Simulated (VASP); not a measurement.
SnO2 (fluorite type), 3 atoms in the cell. The structure is cubic, space group Fm-3m (No. 225). Conventional cell: a = 5.211 Å, b = 5.211 Å, c = 5.211 Å, α = 90.00°, β = 90.00°, γ = 90.00°. Sn (site symmetry m-3m) has 8 O at 2.26 Å within 3.0 Å. Within 3.0 Å of O (site symmetry -43m) lie 4 Sn at 2.26 Å and 6 O at 2.61 Å. 

| Item | Value |
| --- | --- |
| Program | VASP 6.6.1 |
| Task | single point |
| Functional | r2SCAN |
| Potentials or basis | VASP PAW PBE potentials, release 64 (Sn_d, O) |
| Cutoff | 520 eV |
| k mesh | 12 × 12 × 12 |
| Occupations | fermi-dirac, width 0.1 eV |
| Spin | no spin polarisation |
| Dipole correction | no |
| Further INCAR settings | ALGO = Normal; EDIFF = 1e-06; NBANDS = 20 |

Potentials or basis: VASP PAW PBE potentials, release 64 (Sn_d, O).

The run is started by

```bash
$ cat potpaw_PBE.64/Sn_d/POTCAR potpaw_PBE.64/O/POTCAR > POTCAR
$ cp INCAR.step1 INCAR
$ mpirun -np 1 vasp_std > vasp.out
$ cp INCAR.step2 INCAR
$ mpirun -np 1 vasp_std > vasp.out
```

Hardware: 1 thread of Intel(R) Xeon(R) Platinum 8488C (Sapphire Rapids) (shared host).

Q: Estimate the wall time of this run.

A: Wall time 100 s on 1 thread of Intel(R) Xeon(R) Platinum 8488C (Sapphire Rapids), on a shared host, peak memory 0.19 GiB. Counts: k points 72.
